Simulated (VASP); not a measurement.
Write the native input for VASP 6.6.1 that does the following.

- Task: single point
- Functional: PBEsol
- Potentials or basis: VASP PAW PBE potentials, release 64 (Se, Zn)
- Cutoff: 520 eV
- k mesh: 7 × 7 × 7
- Occupations: fermi-dirac, width 0.05 eV
- Spin: no spin polarisation
- Dipole correction: no
- Further INCAR settings: ALGO = Normal; EDIFF = 1e-07; NBANDS = 16

The structure of ZnSe (Stilleite) lies in POSCAR:

```
ZnSe
1.0
    0.0000000000      2.8338000000      2.8338000000
    2.8338000000      0.0000000000      2.8338000000
    2.8338000000      2.8338000000      0.0000000000
Se Zn
1 1
Direct
    0.7500000000      0.7500000000      0.7500000000
    0.0000000000      0.0000000000      0.0000000000
```

These files were run (other wordings do the same):

INCAR

```
SYSTEM = ZnSe
ALGO = Normal ; EDIFF = 1E-7
ENCUT = 520 ; GGA = PS
ISIF = 2 ; ISMEAR = -1
LASPH = .True. ; LCHARG = .False.
LREAL = .False. ; LWAVE = .False.
NBANDS = 16 ; NELM = 80
PREC = Accurate ; SIGMA = 0.05
```

KPOINTS

```
k-points
0
Gamma
  7 7 7
  0 0 0
```

Potentials or basis: VASP PAW PBE potentials, release 64 (Se, Zn).

Launch:

```console
$ cat potpaw_PBE.64/Se/POTCAR potpaw_PBE.64/Zn/POTCAR > POTCAR
$ mpirun -np 1 vasp_std > vasp.out
```

It gave:

```json
{
  "Pressure": "-0.9 GPa",
  "Band gap on the k mesh": "1.17 eV, direct"
}
```

Caveat: the PAW data sets were made with another functional, which shifts forces and pressure a little.

Run time: 11 s on 1 thread of Intel(R) Xeon(R) Platinum 8488C (Sapphire Rapids) (shared host), peak memory 0.17 GiB.
